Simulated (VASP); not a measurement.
HfO2: single point with PBEsol+D3(BJ)

Crystal: HfO2.

```
Hf O
1.0
     0.00000    2.50529    2.50529
     2.50529    0.00000    2.50529
     2.50529    2.50529    0.00000
Hf O
1 2
Cartesian
  0.0000 0.0000 0.0000
  3.7579 3.7579 3.7579
  1.2526 1.2526 1.2526
```

```json
{
 "Program": "VASP 6.6.1",
 "Task": "single point",
 "Functional": "PBEsol",
 "Dispersion": "D3(BJ)",
 "Potentials or basis": "VASP PAW PBE potentials, release 64 (Hf_pv, O)",
 "Cutoff": "520 eV",
 "k mesh": "9 × 9 × 9",
 "Occupations": "fermi-dirac, width 0.05 eV",
 "Spin": "collinear spin, zero start",
 "Starting moments": "[0.0, 0.0, 0.0] μB",
 "Fixed moment": "0 μB"
}
```

```yaml
Pressure: -2.0 GPa
Net_moment: 0.00 μB per cell
Valence_electrons_inside_the_program's_atomic_spheres: Hf 8.37; O 5.11
Dispersion_energy_per_atom: -0.235 eV
```

Run time: 48 s on 1 thread of Intel(R) Xeon(R) Platinum 8488C (Sapphire Rapids) (shared host), peak memory 0.2 GiB.

Caveat: three body term missing; the PAW data sets were made with another functional, which shifts forces and pressure a little; the total moment is fixed, so each spin has its own Fermi level.
